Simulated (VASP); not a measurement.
# WAu (F-43m) in VASP: a series of runs

Aim: see how the results for WAu move with the level of theory and the settings. Levels: r2SCAN, PBE, B3LYP. Tasks: relaxation of cell and atoms, relaxation of the atoms, single point.

Program: VASP 6.6.1. These are calculated values, not measurements. Logs are shortened: lines on timing, memory, paths and dates and some standing lists are left out, and cuts for length are marked.

## 1. The cell of the first run

The structure is cubic, space group F-43m (No. 216). Conventional cell: a = 5.818 Å, b = 5.818 Å, c = 5.818 Å, α = 90.00°, β = 90.00°, γ = 90.00°. W (site symmetry -43m) has 4 Au at 2.52 Å within 3.3 Å. Au (site symmetry -43m) has 4 W at 2.52 Å within 3.3 Å.

## 2. Relaxation of cell and atoms, r2SCAN, target pressure 30 GPa, at which the enthalpy is minimised

The input, POSCAR:

```
WAu
1.0
    0.0000000000      2.9092100000      2.9092100000
    2.9092100000      0.0000000000      2.9092100000
    2.9092100000      2.9092100000      0.0000000000
W Au
1 1
Direct
    0.0000000000      0.0000000000      0.0000000000
    0.7500000000      0.7500000000      0.7500000000
```

The input, INCAR.step1:

```
SYSTEM = WAu
ALGO = Normal
EDIFF = 1E-4
ENCUT = 600
GGA = PE
ISMEAR = -1
LASPH = .TRUE.
LCHARG = .FALSE.
LREAL = .FALSE.
LWAVE = .TRUE.
NELM = 60
PREC = Accurate
SIGMA = 0.05
```

The input, INCAR.step2:

```
SYSTEM = WAu
ALGO = Normal
EDIFF = 1E-6
EDIFFG = -0.01
ENCUT = 600
IBRION = 2
ISIF = 3
ISMEAR = -1
ISTART = 1
LASPH = .TRUE.
LCHARG = .FALSE.
LMIXTAU = .TRUE.
LREAL = .FALSE.
LWAVE = .FALSE.
METAGGA = R2SCAN
NELM = 60
NSW = 60
PREC = Accurate
PSTRESS = 300.0
SIGMA = 0.05
```

The input, KPOINTS:

```
k-points
0
G
  8 8 8
  0 0 0
```

Potentials or basis: VASP PAW PBE potentials, release 64 (W_sv, Au).

Command:

```console
> cat potpaw_PBE.64/W_sv/POTCAR potpaw_PBE.64/Au/POTCAR > POTCAR
> cp INCAR.step1 INCAR
> mpirun -np 1 vasp_std > vasp.out
> cp INCAR.step2 INCAR
> mpirun -np 1 vasp_std > vasp.out
```

OUTCAR:

```text
SYSTEM = WAu
   EDIFF = 1E-6
   EDIFFG = -0.01
   ENCUT = 600
   IBRION = 2
   ISIF = 3
   ISMEAR = -1
   ISTART = 1
   LASPH = .TRUE.
   LREAL = .FALSE.
   METAGGA = R2SCAN
   NELM = 60
   NSW = 60
   PREC = Accurate
   PSTRESS = 300.0

 ion  position               nearest neighbor table
   1  0.000  0.000  0.000-   2 2.52   2 2.52   2 2.52   2 2.52
   2  0.750  0.750  0.750-   1 2.52   1 2.52   1 2.52   1 2.52

  LATTYP: Found a face centered cubic cell.
 ALAT       =     5.8184200000

  Lattice vectors:

 A1 = (   0.0000000000,   2.9092100000,   2.9092100000)
 A2 = (   2.9092100000,   0.0000000000,   2.9092100000)
 A3 = (   2.9092100000,   2.9092100000,   0.0000000000)

Analysis of symmetry for initial positions (statically):
=====================================================================
 Subroutine PRICEL returns:
 Original cell was already a primitive cell.

 Routine SETGRP: Setting up the symmetry group for a
 face centered cubic supercell.

 Subroutine GETGRP returns: Found 24 space group operations
 (whereof 24 operations were pure point group operations)
 out of a pool of 48 trial point group operations.

The static configuration has the point symmetry T_d .

Analysis of symmetry for dynamics (positions and initial velocities):
=====================================================================
 Subroutine PRICEL returns:
 Original cell was already a primitive cell.

 Routine SETGRP: Setting up the symmetry group for a
 face centered cubic supercell.

 Subroutine GETGRP returns: Found 24 space group operations
 (whereof 24 operations were pure point group operations)
 out of a pool of 48 trial point group operations.

The dynamic configuration has the point symmetry T_d .

 Subroutine INISYM returns: Found 24 space group operations
 (whereof 24 operations are pure point group operations),
 and found     1 'primitive' translations

----------------------------------------------------------------------------------------

                                     Primitive cell

  volume of cell :      49.2442

  direct lattice vectors                    reciprocal lattice vectors
     0.000000000  2.909210000  2.909210000    -0.171867964  0.171867964  0.171867964
     2.909210000  0.000000000  2.909210000     0.171867964 -0.171867964  0.171867964
     2.909210000  2.909210000  0.000000000     0.171867964  0.171867964 -0.171867964

  length of vectors
     4.114244238  4.114244238  4.114244238     0.297684046  0.297684046  0.297684046
[... 94 lines left out ...]
   EMIN   =  10.00;   EMAX   =-10.00  energy-range for DOS
   EFERMI =   0.00;   METHOD = LEGACY
   ISMEAR =    -1;   SIGMA  =   0.05  broadening in eV -4-tet -1-fermi 0-gaus
   EFERMI_NEDOS =   21; number of points for ismear=-14 and -15
   IALGO  =     38    algorithm
   IMIX   =      4    mixing-type and parameters
     AMIX     =   0.40;   BMIX     =  1.00
     AMIX_MAG =   1.60;   BMIX_MAG =  1.00
  volume/ion in A,a.u.               =      24.62       166.16
  Fermi-wavevector in a.u.,A,eV,Ry     =   1.305980  2.467944 23.205866  1.705583
  Thomas-Fermi vector in A             =   2.436812
   LORBIT       =      0    0 simple, 1 ext, 2 COOP (PROOUT), +10 PAW based schemes
   METAGGA = R2SCAN    functional components
   LHFCALC =     F    Hartree Fock is set to
   AEXX    =    0.0000 exact exchange contribution
   IVDW    =     0    specifies the selected vdW correction
   LEPSILON=     F    determine dielectric tensor
   LRPA    =     F    only Hartree local field effects (RPA)
 conjugate gradient relaxation of ions
 non-spin polarized calculation
  energy-cutoff  :      600.00
  volume of cell :       49.24
 maximum number of plane-waves:      1676
 NGX is ok and might be reduce to    36
   NGX = 17   NGY = 17   NGZ = 17

--------------------------------------- Ionic step        1  -------------------------------------------

 number of electron      25.0000001 magnetization

 Free energy of the ion-electron system (eV)
  ---------------------------------------------------
  ext. energy  EPLUGINS =         0.00000000
  ---------------------------------------------------
  free energy    TOTEN  =       -97.90151869 eV

  energy without entropy =      -97.88223317  energy(sigma->0) =      -97.89187593

------------------------ aborting loop because EDIFF is reached ----------------------------------------

  FORCE on cell =-STRESS in cart. coord.  units (eV):
  Direction    XX          YY          ZZ          XY          YZ          ZX
  --------------------------------------------------------------------------------------
  -------------------------------------------------------------------------------------
  Total       -0.8830791     -0.8830791     -0.8830791      0.0000000      0.0000000      0.0000000
  in kB      -28.7312795    -28.7312795    -28.7312795      0.0000000      0.0000000      0.0000000
  external PRESSURE =    -328.7312795 kB  Pullay stress =     300.0000000 kB
[... 25 lines left out ...]
--------------------------------------- Ionic step        2  -------------------------------------------

 number of electron      25.0000000 magnetization

 E-fermi :  19.2655     XC(G=0): -16.8884

 val. band max:       19.2260651659   @ k =   0.3750   0.1250   0.0000
 cond. band min:      19.3017486859   @ k =   0.5000   0.1250   0.0000
 fundamental gap:      0.0756835201
 Fermi energy:        19.2654753806

 k-point     1 :       0.0000    0.0000    0.0000
  band No.  band energies     occupation
      1     -56.8025      2.00000
      2     -21.7524      2.00000
      3     -21.7524      2.00000
      4     -21.7524      2.00000
      5       5.7622      2.00000
      6       5.7790      2.00000
[... 518 lines left out ...]
  energy  without entropy=      -97.6855241429  energy(sigma->0) =      -97.69387364

  enthalpy is  TOTEN    =       -89.4954210185 eV   P V=        8.2068021254

[... ionic steps 4 to 14 ...]

--------------------------------------- Ionic step       15  -------------------------------------------

 number of electron      24.9999999 magnetization

------------------------ aborting loop because EDIFF is reached ----------------------------------------
[... 71 lines left out ...]
--------------------------------------- Ionic step       17  -------------------------------------------

 number of electron      24.9999999 magnetization

 Free energy of the ion-electron system (eV)
  ---------------------------------------------------
  ext. energy  EPLUGINS =         0.00000000
  ---------------------------------------------------
  free energy    TOTEN  =       -97.37138938 eV

  energy without entropy =      -97.35572437  energy(sigma->0) =      -97.36355688

 E-fermi :   7.4818     XC(G=0): -12.4111

 val. band max:        7.4529781863   @ k =  -0.3750   0.2500   0.1250
 cond. band min:       7.5317198927   @ k =   0.3750   0.2500   0.0000
 fundamental gap:      0.0787417064
 Fermi energy:         7.4818383553

 k-point     1 :       0.0000    0.0000    0.0000
  band No.  band energies     occupation
      1     -68.5107      2.00000
      2     -32.1783      2.00000
      3     -32.1783      2.00000
      4     -32.1783      2.00000
      5      -1.3674      2.00000
      6       0.4631      2.00000
[... 480 lines left out ...]
  energy  without entropy=      -97.3557243722  energy(sigma->0) =      -97.36355688

  enthalpy is  TOTEN    =       -89.5939814392 eV   P V=        7.7774079418

 reached required accuracy - stopping structural energy minimisation
```

OSZICAR.step1:

```text
N       E                     dE             d eps       ncg     rms          rms(c)
DAV:   1     0.193747507097E+03    0.19375E+03   -0.14036E+04   928   0.172E+03
DAV:   2    -0.869627585794E+01   -0.20244E+03   -0.20048E+03  1144   0.415E+02
DAV:   3    -0.135866353160E+02   -0.48904E+01   -0.47411E+01  1136   0.605E+01
DAV:   4    -0.136493096426E+02   -0.62674E-01   -0.62596E-01  1072   0.737E+00
DAV:   5    -0.136506798871E+02   -0.13702E-02   -0.13702E-02  1128   0.987E-01    0.146E+01
DAV:   6    -0.124874321202E+02    0.11632E+01   -0.41815E+00   992   0.175E+01    0.596E+00
DAV:   7    -0.123699582081E+02    0.11747E+00   -0.11217E+00  1056   0.729E+00    0.187E+00
DAV:   8    -0.123303763118E+02    0.39582E-01   -0.13882E-01   968   0.334E+00    0.122E+00
DAV:   9    -0.123250191795E+02    0.53571E-02   -0.12893E-02  1104   0.104E+00    0.983E-02
DAV:  10    -0.123248104668E+02    0.20871E-03   -0.10302E-03  1024   0.289E-01    0.412E-02
DAV:  11    -0.123248303420E+02   -0.19875E-04   -0.41018E-05   552   0.590E-02
   1 F= -.12324830E+02 E0= -.12315113E+02  d E =-.194355E-01
```

Wall time 8.1 min (1 thread of Intel Xeon 6975P-C (Granite Rapids), shared host); peak memory 0.25 GiB.

Results:

```yaml
Free_energy: -97.3714 eV
Relaxed_volume: 20.77 Å³/atom
Relaxed_cell: a = 3.887 Å, b = 3.887 Å, c = 3.887 Å, α = 60.00°, β = 60.00°, γ = 60.00°
Space_group_after_relaxing_to_0.1_Å: F-43m (No. 216)
Energy_change_on_relaxing_the_run_minimises_the_enthalpy: +265.1 meV/atom
Ionic_steps: 17
Pressure_after_relaxing: 30.0 GPa
Band_gap_on_the_k_mesh: zero (an odd number of electrons rules out a gap without spin polarisation)
```

Step by step:
```tsv
step	energy change (eV)	largest force (eV/Å)	pressure (GPa)	volume (Å³)
1	0.0000	0.0000	-2.87	49.24
2	28.9546	0.0000	694.49	21.30
3	0.1993	0.0000	16.85	43.83
4	0.3332	0.0000	22.64	42.74
5	0.5404	0.0000	30.36	41.48
6	0.5130	0.0000	29.39	41.63
7	0.5142	0.0000	29.44	41.62
8	0.5176	0.0000	29.55	41.60
9	0.5177	0.0000	29.57	41.60
10	0.5178	0.0000	29.56	41.60
11	0.5180	0.0000	29.56	41.60
12	0.5185	0.0000	29.56	41.60
13	0.5194	0.0000	29.62	41.59
14	0.5213	0.0000	29.68	41.58
15	0.5251	0.0000	29.82	41.56
16	0.5328	0.0000	30.10	41.52
17	0.5301	0.0000	30.02	41.54
```

Final structure:
```
CELL_PARAMETERS angstrom
0.00000 2.74873 2.74873
2.74873 0.00000 2.74873
2.74873 2.74873 0.00000
ATOMIC_POSITIONS crystal
W 0.00000 0.00000 0.00000
Au 0.75000 0.75000 0.75000
```

Caveat: the cell is relaxed towards a set pressure, so the run minimises the enthalpy, not the energy; the volume moved by over 15 % at a fixed basis, so the end points are rough; the PAW data sets were made with another functional, which shifts forces and pressure a little; spin-orbit coupling is left out, which moves the levels of the heavy elements.

(Part 1 of 2 ends here.)
